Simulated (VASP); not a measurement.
# Cu in VASP: notebook, part 2 of 2

VASP 6.6.1. The steps go on from the part before.

### Step 4. Single point, PBEsol (uniaxial strain along c: -2.0 %, then relaxed in part)

INCAR reads:

```
PREC = Accurate
ENCUT = 700
EDIFF = 1E-6
ISMEAR = 0
SIGMA = 0.1
LREAL = F
LASPH = T
NELM = 120
ALGO = Normal
ISIF = 2
LWAVE = F
LCHARG = T
GGA = PS
LELF = T
LVHAR = T
NBANDS = 26
GGA_COMPAT = F
```

KPOINTS reads:

```
Automatic mesh
0
Gamma
  20 20 14
```

POSCAR reads:

```
Cu
1.0
    1.7975415012      1.7975415012      0.0000000000
   -1.7975415012      1.7975415012      0.0000000000
    0.0000000000      0.0000000000      3.4921441313
Cu
2
Direct
    0.0000000000      0.0000000000      0.0000000000
    0.5000000000      0.5000000000      0.5000000000
```

Potentials or basis: VASP PAW PBE potentials, release 64 (Cu_sv_GW).

On the command line:

```console
> cat potpaw_PBE.64/Cu_sv_GW/POTCAR > POTCAR
> mpirun -np 1 vasp_std > vasp.out
```

OUTCAR:

```text
PREC = Accurate
   ENCUT = 700
   EDIFF = 1E-6
   ISMEAR = 0
   LREAL = F
   LASPH = T
   NELM = 120
   ISIF = 2
   GGA = PS

 ion  position               nearest neighbor table
   1  0.000  0.000  0.000-   2 2.51   2 2.51   2 2.51   2 2.51   2 2.51   2 2.51   2 2.51   2 2.51

   2  0.500  0.500  0.500-   1 2.51   1 2.51   1 2.51   1 2.51   1 2.51   1 2.51   1 2.51   1 2.51

  LATTYP: Found a simple tetragonal cell.
 ALAT       =     2.5421075699
 C/A-ratio  =     1.3737200473

  Lattice vectors:

 A1 = (   1.7975415012,   1.7975415012,   0.0000000000)
 A2 = (  -1.7975415012,   1.7975415012,   0.0000000000)
 A3 = (   0.0000000000,   0.0000000000,   3.4921441313)

Analysis of symmetry for initial positions (statically):
=====================================================================
 Subroutine PRICEL returns following result:

  LATTYP: Found a body centered tetragonal cell.
 ALAT       =     2.5421075699
 C/A-ratio  =     1.3737200473

  Lattice vectors:

 A1 = (   0.0000000000,  -1.7975415012,  -1.7460720656)
 A2 = (   0.0000000000,   1.7975415012,  -1.7460720656)
 A3 = (   1.7975415012,   0.0000000000,   1.7460720656)

   2 primitive cells build up your supercell.

 Routine SETGRP: Setting up the symmetry group for a
 simple tetragonal supercell.

 Subroutine GETGRP returns: Found 16 space group operations
 (whereof 16 operations were pure point group operations)
 out of a pool of 16 trial point group operations.

The static configuration has the point symmetry D_4h.

Analysis of symmetry for dynamics (positions and initial velocities):
=====================================================================
 Subroutine PRICEL returns following result:

  LATTYP: Found a body centered tetragonal cell.
 ALAT       =     2.5421075699
 C/A-ratio  =     1.3737200473

  Lattice vectors:

 A1 = (   0.0000000000,  -1.7975415012,  -1.7460720656)
 A2 = (   0.0000000000,   1.7975415012,  -1.7460720656)
 A3 = (   1.7975415012,   0.0000000000,   1.7460720656)

   2 primitive cells build up your supercell.

 Routine SETGRP: Setting up the symmetry group for a
 simple tetragonal supercell.

 Subroutine GETGRP returns: Found 16 space group operations
 (whereof 16 operations were pure point group operations)
 out of a pool of 16 trial point group operations.

The dynamic configuration has the point symmetry D_4h.

 Subroutine INISYM returns: Found 16 space group operations
 (whereof 16 operations are pure point group operations),
 and found     2 'primitive' translations

----------------------------------------------------------------------------------------

                                     Primitive cell

  volume of cell :      11.2837

  direct lattice vectors                    reciprocal lattice vectors
     0.000000000 -1.797541501 -1.746072066     0.278157695 -0.278157695 -0.286357024
     0.000000000  1.797541501 -1.746072066     0.278157695  0.278157695 -0.286357024
     1.797541501  0.000000000  1.746072066     0.556315389  0.000000000  0.000000000

  length of vectors
     2.505977475  2.505977475  2.505977475     0.486563204  0.486563204  0.556315389

  position of ions in fractional coordinates (direct lattice)
     0.000000000  0.000000000  0.000000000

  ion indices of the primitive-cell ions
   primitive index   ion index
                 1           1

----------------------------------------------------------------------------------------

 KPOINTS: Automatic mesh

Automatic generation of k-mesh.
 Grid dimensions read from file:
 generate k-points for:   20   20   14

 Generating k-lattice:

  Cartesian coordinates                     Fractional coordinates (reciprocal lattice)
     0.013907885  0.013907885  0.000000000     0.050000000  0.000000000  0.000000000
    -0.013907885  0.013907885  0.000000000     0.000000000  0.050000000  0.000000000
     0.000000000  0.000000000  0.020454073     0.000000000  0.000000000  0.071428571

  Length of vectors
     0.019668719  0.019668719  0.020454073

  Shift w.r.t. Gamma in fractional coordinates (k-lattice)
     0.000000000  0.000000000  0.000000000

 Subroutine IBZKPT returns following result:
 ===========================================

 Found    528 irreducible k-points:

 Following reciprocal coordinates:
            Coordinates               Weight
  0.000000  0.000000  0.000000      1.000000
  0.050000  0.000000  0.000000      4.000000
  0.100000  0.000000  0.000000      4.000000
  0.150000  0.000000  0.000000      4.000000
  0.200000  0.000000  0.000000      4.000000
  0.250000  0.000000  0.000000      4.000000
[... 16 lines left out ...]
  0.150000  0.100000  0.000000      8.000000
  0.200000  0.100000  0.000000      8.000000
 [... further k-points ...]
   k-points           NKPTS =    528   k-points in BZ     NKDIM =    528   number of bands    NBANDS=     26
   number of dos      NEDOS =    301   number of ions     NIONS =      2
   total plane-waves  NPLWV =  17280
   dimension x,y,z NGX =    24 NGY =   24 NGZ =   30
   dimension x,y,z NGXF=    48 NGYF=   48 NGZF=   60
   ions per type =               2
   NGX,Y,Z   is equivalent  to a cutoff of  15.70, 15.70, 14.28 a.u.
   NGXF,Y,Z  is equivalent  to a cutoff of  31.39, 31.39, 28.56 a.u.
 SYSTEM =  unknown system
   PREC   = accura    normal or accurate (medium, high low for compatibility)
   ISTART =      0    job   : 0-new  1-cont  2-samecut
   ICHARG =      2    charge: 1-file 2-atom 10-const
   ISPIN  =      1    spin polarized calculation?
   LNONCOLLINEAR =      F non collinear calculations
   LSORBIT =      F    spin-orbit coupling
   LASPH  =      T    aspherical Exc in radial PAW
   ENCUT  =  700.0 eV  51.45 Ry    7.17 a.u.   5.48  5.48  7.53*2*pi/ulx,y,z
   NELM   =    120;   NELMIN=  2; NELMDL= -5     # of ELM steps
   EDIFF  = 0.1E-05   stopping-criterion for ELM
   LREAL  =      F    real-space projection
   EDIFFG = 0.1E-04   stopping-criterion for IOM
   NSW    =      0    number of steps for IOM
   IBRION =     -1    ionic relax: 0-MD 1-quasi-New 2-CG
   NFREE  =      0    steps in history (QN), initial steepest desc. (CG)
   ISIF   =      2    stress and relaxation
   ISYM   =      2    0-nonsym 1-usesym 2-fastsym
   POTIM  = 0.5000    time-step for ionic-motion
   TEBEG  =    0.0;   TEEND  =   0.0 temperature during run
   PSTRESS=    0.0 pullay stress
   NELECT =      38.0000    total number of electrons
   NUPDOWN=      -1.0000    fix difference up-down
   EMIN   =  10.00;   EMAX   =-10.00  energy-range for DOS
   EFERMI =   0.00;   METHOD = LEGACY
   ISMEAR =     0;   SIGMA  =   0.10  broadening in eV -4-tet -1-fermi 0-gaus
   EFERMI_NEDOS =   21; number of points for ismear=-14 and -15
   IALGO  =     38    algorithm
   IMIX   =      4    mixing-type and parameters
     AMIX     =   0.40;   BMIX     =  1.00
     AMIX_MAG =   1.60;   BMIX_MAG =  1.00
  volume/ion in A,a.u.               =      11.28        76.15
  Fermi-wavevector in a.u.,A,eV,Ry     =   1.947643  3.680512 51.611162  3.793313
  Thomas-Fermi vector in A             =   2.975833
   LORBIT       =      0    0 simple, 1 ext, 2 COOP (PROOUT), +10 PAW based schemes
   GGA     = PS    functional components
   LHFCALC =     F    Hartree Fock is set to
   AEXX    =    0.0000 exact exchange contribution
   IVDW    =     0    specifies the selected vdW correction
   LEPSILON=     F    determine dielectric tensor
   LRPA    =     F    only Hartree local field effects (RPA)
 non-spin polarized calculation
 Gauss-broadening in eV      SIGMA  =   0.10
  energy-cutoff  :      700.00
  volume of cell :       22.57
 maximum number of plane-waves:       971
 NGX is ok and might be reduce to    24
   NGX = 11   NGY = 11   NGZ = 15

 number of electron      37.9999992 magnetization

 Free energy of the ion-electron system (eV)
  ---------------------------------------------------
  ext. energy  EPLUGINS =         0.00000000
  ---------------------------------------------------
  free energy    TOTEN  =        -8.77444006 eV

  energy without entropy =       -8.77114588  energy(sigma->0) =       -8.77279297

 E-fermi :   7.9946     XC(G=0): -13.8474

 val. band max:        7.9897333852   @ k =   0.4000   0.3000   0.2857
 cond. band min:       7.9979525286   @ k =   0.4000   0.2000   0.4286
 fundamental gap:      0.0082191435
 Fermi energy:         7.9945946140

 k-point     1 :       0.0000    0.0000    0.0000
  band No.  band energies     occupation
      1    -104.3822      2.00000
      2    -104.3556      2.00000
      3     -61.9688      2.00000
      4     -61.8973      2.00000
      5     -61.8973      2.00000
      6     -61.8452      2.00000
[... 18 lines left out ...]
     25      28.4895      0.00000
     26      30.9920      0.00000
[... 644 lines left out ...]
      4     -61.9149      2.00000
      5     -61.8930      2.00000
      6     -61.8731      2.00000
[... 18 lines left out ...]
     25      27.7673      0.00000
     26      29.7399      0.00000

 [... further k-points ...]
[... 5 lines left out ...]
  --------------------------------------------------------------------------------------
  -------------------------------------------------------------------------------------
  Total       -0.6535118     -0.6535118     -0.4501820      0.0000000      0.0000000     -0.0000000
  in kB      -46.3963677    -46.3963677    -31.9608793      0.0000000      0.0000000     -0.0000000
  external PRESSURE =     -41.5845382 kB  Pullay stress =       0.0000000 kB

 VOLUME and BASIS-vectors are now :
 -----------------------------------------------------------------------------
  energy-cutoff  :      700.00
  volume of cell :       22.57
      direct lattice vectors                 reciprocal lattice vectors
     1.797541501  1.797541501  0.000000000     0.278157695  0.278157695  0.000000000
    -1.797541501  1.797541501  0.000000000    -0.278157695  0.278157695  0.000000000
     0.000000000  0.000000000  3.492144131     0.000000000  0.000000000  0.286357024

 POSITION                                       TOTAL-FORCE (eV/Angst)
 -----------------------------------------------------------------------------------
      0.00000      0.00000      0.00000         0.000000     -0.000000      0.000000
      0.00000      1.79754      1.74607        -0.000000      0.000000     -0.000000
 -----------------------------------------------------------------------------------
    total drift:                               -0.000000      0.000000     -0.000000

  FREE ENERGIE OF THE ION-ELECTRON SYSTEM (eV)
  ---------------------------------------------------
  free  energy   TOTEN  =        -8.7744400639 eV

  energy  without entropy=       -8.7711458819  energy(sigma->0) =       -8.77279297
```

OSZICAR:

```text
N       E                     dE             d eps       ncg     rms          rms(c)
DAV:   1     0.775692488856E+03    0.77569E+03   -0.27620E+04 40744   0.576E+03
DAV:   2     0.607045038073E+02   -0.71499E+03   -0.68692E+03 43936   0.136E+03
DAV:   3    -0.836038785843E+01   -0.69065E+02   -0.67348E+02 50172   0.534E+02
DAV:   4    -0.107734953734E+02   -0.24131E+01   -0.24040E+01 47706   0.956E+01
DAV:   5    -0.108751441846E+02   -0.10165E+00   -0.10163E+00 47676   0.153E+01    0.129E+01
DAV:   6    -0.101038477316E+02    0.77130E+00   -0.18830E+01 37558   0.262E+02    0.827E+00
DAV:   7    -0.880530665188E+01    0.12985E+01   -0.56269E+00 39072   0.144E+02    0.243E+00
DAV:   8    -0.877600972503E+01    0.29297E-01   -0.92149E-02 48822   0.772E+00    0.466E-01
DAV:   9    -0.877479818049E+01    0.12115E-02   -0.12507E-02 44918   0.607E+00    0.167E-01
DAV:  10    -0.877443772018E+01    0.36046E-03   -0.10915E-03 47898   0.176E+00    0.646E-03
DAV:  11    -0.877444074434E+01   -0.30242E-05   -0.18835E-05 45598   0.123E-01    0.732E-03
DAV:  12    -0.877444006386E+01    0.68049E-06   -0.72648E-07 19804   0.605E-02
   1 F= -.87744401E+01 E0= -.87727930E+01  d E =-.329418E-02
```

stdout:

```text
POSCAR found type information on POSCAR Cu
 POSCAR found :  1 types and       2 ions
 scaLAPACK will be used
 -----------------------------------------------------------------------------
|                                                                             |
|                                                                             |
|     You enforced a specific xc type in the INCAR file but a different       |
|     I HOPE YOU KNOW WHAT YOU ARE DOING!                                     |
|                                                                             |
 -----------------------------------------------------------------------------

 LDA part: xc-table for (Slater+PW92), standard interpolation
 POSCAR, INCAR and KPOINTS ok, starting setup
 FFT: planning ... GRIDC
 FFT: planning ... GRID_SOFT
 FFT: planning ... GRID
 WAVECAR not read
 entering main loop
```

Wall time 2.6 min (1 thread of Intel Xeon 6975P-C (Granite Rapids), shared host); peak memory 0.53 GiB.

Results:

```yaml
Free_energy: -8.7744 eV
Pressure: -4.2 GPa
Band_gap_on_the_k_mesh: zero (band 19 reaches 14.29 eV, above the bottom of band 20 at 5.99 eV)
```

Caveat: the cell differs from its parent crystal (uniaxial strain along c: -2.0 %, then relaxed in part); the PAW data sets were made with another functional, which shifts forces and pressure a little.

### Step 5. Single point, PBEsol (uniaxial strain along c: +6.0 %, then relaxed in part)

INCAR reads:

```
SYSTEM = Cu
PREC = Accurate
ENCUT = 700
EDIFF = 1E-6
ISMEAR = 0
SIGMA = 0.1
LREAL = .False.
LASPH = .True.
NELM = 120
ALGO = Normal
ISIF = 2
LWAVE = .False.
LCHARG = .True.
GGA = PS
LELF = .True.
LVHAR = .True.
NBANDS = 26
GGA_COMPAT = .False.
```

KPOINTS reads:

```
regular mesh
0
Gamma
  20 20 14
  0 0 0
```

POSCAR reads:

```
Cu
1.0
    1.7439057297      1.7439057297      0.0000000000
   -1.7439057297      1.7439057297      0.0000000000
    0.0000000000      0.0000000000      3.7772171216
Cu
2
Direct
    0.0000000000      0.0000000000      0.0000000000
    0.5000000000      0.5000000000      0.5000000000
```

On the command line:

```console
> cat potpaw_PBE.64/Cu_sv_GW/POTCAR > POTCAR
> mpirun -np 1 vasp_std > vasp.out
```

Wall time 4.8 min (1 thread of Intel Xeon Platinum 8375C at 2.90GHz (Ice Lake), shared host); peak memory 0.55 GiB.

Results (log left out):

```yaml
Free_energy: -8.7496 eV
Pressure: -6.7 GPa
Band_gap_on_the_k_mesh: zero (band 19 reaches 14.08 eV, above the bottom of band 20 at 5.94 eV)
```

Stress tensor (GPa, compression positive):
```
 -4.51   0.00   0.00
  0.00  -4.51   0.00
  0.00   0.00 -11.00
```

Levels at points of the mesh, in eV from the Fermi level:
| k point | band 15 | band 16 | band 17 | band 18 | band 19 | band 20 | band 21 | band 22 | band 23 | band 24 |
| --- | --- | --- | --- | --- | --- | --- | --- | --- | --- | --- |
| (0.00, 0.00, 0.00) | -2.45 | -2.01 | -1.60 | -1.49 | -1.49 | 0.30 | 5.91 | 14.51 | 14.51 | 18.93 |
| (0.50, 0.00, 0.00) | -2.51 | -2.51 | -2.13 | -2.13 | -0.04 | -0.04 | 9.15 | 9.15 | 10.03 | 10.03 |
| (0.50, 0.50, 0.00) | -1.61 | -1.61 | -1.32 | -1.32 | 1.98 | 1.98 | 8.00 | 8.00 | 12.55 | 12.55 |
| (0.00, 0.00, 0.50) | -2.29 | -2.29 | -2.29 | -2.29 | -1.81 | -1.81 | 16.34 | 16.34 | 18.19 | 18.19 |
| (0.50, 0.00, 0.50) | -1.69 | -1.69 | -1.55 | -1.55 | -1.16 | -1.16 | 3.90 | 3.90 | 19.64 | 19.64 |
| (0.50, 0.50, 0.50) | -2.28 | -2.28 | -1.31 | -1.31 | 6.33 | 6.33 | 6.33 | 6.33 | 8.90 | 8.90 |

Caveat: the cell differs from its parent crystal (uniaxial strain along c: +6.0 %, then relaxed in part); the PAW data sets were made with another functional, which shifts forces and pressure a little.

### Step 6. The runs side by side

| task | potentials or basis | cell | k mesh | cutoff (eV) | second run | gap on the mesh (eV) | pressure (GPa) |
| --- | --- | --- | --- | --- | --- | --- | --- |
| relaxation of cell and atoms | VASP PAW PBE potentials, release 64 (Cu) | relaxed to -2 GPa from a = 2.536 Å, angles 60.0°, 1 atom | 20 × 20 × 20 | 600 | - | none | -1.9 |
| relaxation of cell and atoms | VASP PAW PBE potentials, release 64 (Cu) | relaxed to 40 GPa from a = 2.384 Å, angles 60.0°, 1 atom | 22 × 22 × 22 | 600 | - | none | 40.0 |
| single point | VASP PAW PBE potentials, release 64 (Cu_sv_GW) | a = 2.542, b = 2.542, c = 3.492 Å, 2 atoms | 20 × 20 × 14 | 700 | valence_matched | none | -4.2 |
| single point | VASP PAW PBE potentials, release 64 (Cu_sv_GW) | a = 2.466, b = 2.466, c = 3.777 Å, 2 atoms | 20 × 20 × 14 | 700 | valence_matched | none | -6.7 |

Alike in all rows: level PBEsol; no spin polarisation; smearing gaussian 0.1 eV.

Caveats: the PAW data sets were made with another functional, which shifts forces and pressure a little; the cell is relaxed towards a set pressure, so the enthalpy falls and the energy may rise (some runs).

Absolute energies hang on the potentials; compare differences alone.
